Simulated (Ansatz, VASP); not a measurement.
**Two plane-wave programs on Ag**

INCAR

```
SYSTEM = Ag
ALGO     = Normal         ! electronic algorithm
EDIFF    = 1E-6           ! SCF threshold, eV
ENCUT    = 520            ! plane-wave cutoff, eV
GGA      = CA             ! functional
ISIF     = 2              ! what is computed and relaxed
ISMEAR   = -1             ! smearing method
LASPH    = .TRUE.         ! aspherical terms in the spheres
LCHARG   = .FALSE.        ! write CHGCAR
LREAL    = .FALSE.        ! projectors in reciprocal space
LWAVE    = .FALSE.        ! write WAVECAR
NBANDS   = 24             ! bands
NELM     = 80             ! most SCF steps
PREC     = Accurate       ! precision mode
SIGMA    = 0.1            ! smearing width, eV
```

The input KPOINTS:

```
k-points
0
G
  9 9 13
  0 0 0
```

Contents of POSCAR:

```
Ag
1.0
    4.3658827757      0.0000000000      0.0000000000
   -2.1829413878      3.7809653937      0.0000000000
    0.0000000000      0.0000000000      2.6146986410
Ag
3
Direct
    0.0000000000      0.0000000000      0.0000000000
    0.3333333333      0.6666666667      0.5000000000
    0.6666666667      0.3333333333      0.5000000000
```

Input for Ansatz:

```yaml
crystal:
  lattice:
    - [4.3658827757, 0.0, 0.0]
    - [-2.1829413878, 3.7809653937, 0.0]
    - [0.0, 0.0, 2.614698641]
  atoms:
    - { symbol: Ag, position: [0.0, 0.0, 0.0] }
    - { symbol: Ag, position: [0.3333333333, 0.6666666667, 0.5] }
    - { symbol: Ag, position: [0.6666666667, 0.3333333333, 0.5] }
hamiltonian:
  xc: lda
  pseudopotentials:
    kind: paw
    azcp:
      Ag: "pseudopotentials/Ag.paw.azcp"
basis:
  ecutwfc: 420
  fft_grid_basis: typed
kpoints:
  mp_grid: { grid: [9, 9, 13], shift: [0, 0, 0] }
magnetization:
  spin_polarized: false
scf:
  occupations: { method: fermi_dirac, width: 0.1 }
  lower_state_search: "off"
output:
  stress: true
```

Alike in both runs: task single point; functional LDA; k mesh 9 × 9 × 13; occupations fermi-dirac, width 0.1 eV; no spin polarisation.

|  | VASP | Ansatz |
| --- | --- | --- |
| version | VASP 6.6.1 | Ansatz 0.2.0 |
| potentials or method | VASP PAW LDA potentials, release 64 (Ag), cutoff 520 eV | plane waves (420 eV) with PAW, scalar-relativistic |
| valence electrons in the cell | 33 | 57 |

|  | VASP | Ansatz | Ansatz less VASP |
| --- | --- | --- | --- |
| pressure (GPa) | 24.2 | 24.1 | -0.11 |
| traceless stress, the component that is largest in VASP (GPa) | -0.52 | -0.52 | -0.005 |

Ansatz warns that its potentials were made for another functional, while VASP's fit it. LDA's correlation is that of Perdew and Zunger in VASP and of Perdew and Wang (1992) in Ansatz. VASP's potentials hold 33 valence electrons a cell and Ansatz's 57, so a difference there can come from the potentials and not from the codes.
